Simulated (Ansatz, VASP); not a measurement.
**SrTe: VASP beside Ansatz**

```
Sr Te
1.0
     0.00000    3.30171    3.30171
     3.30171    0.00000    3.30171
     3.30171    3.30171    0.00000
Sr Te
1 1
Direct
  0.50000 0.50000 0.50000
  0.00000 0.00000 0.00000
```

Alike in both runs: functional PBEsol; k mesh 6 × 6 × 6; occupations gaussian, width 0.1 eV; no spin polarisation.

Ansatz relaxed the structure, and its values are those at the end. VASP's run is a single point on that final structure, the one shown.

|  | VASP | Ansatz |
| --- | --- | --- |
| version | VASP 6.6.1 | Ansatz 0.2.0 |
| potentials or method | VASP PAW PBE potentials, release 64 (Sr_sv, Te), cutoff 500 eV | scalar-relativistic, plane waves, PAW |
| valence electrons in the cell | 16 | 26 |

|  | VASP | Ansatz | Ansatz less VASP |
| --- | --- | --- | --- |
| gap on the k mesh at the Fermi level (eV) | 1.54 | 1.56 | +0.029 |
| least direct gap on the mesh (eV) | 2.31 | 2.33 | +0.021 |
| pressure (GPa) | 0.2 | 0.1 | -0.13 |

VASP's potentials were made for PBE, not for PBEsol. VASP's potentials hold 16 valence electrons a cell and Ansatz's 26, so a difference there can come from the potentials and not from the codes.

Neither program's run includes spin-orbit coupling.
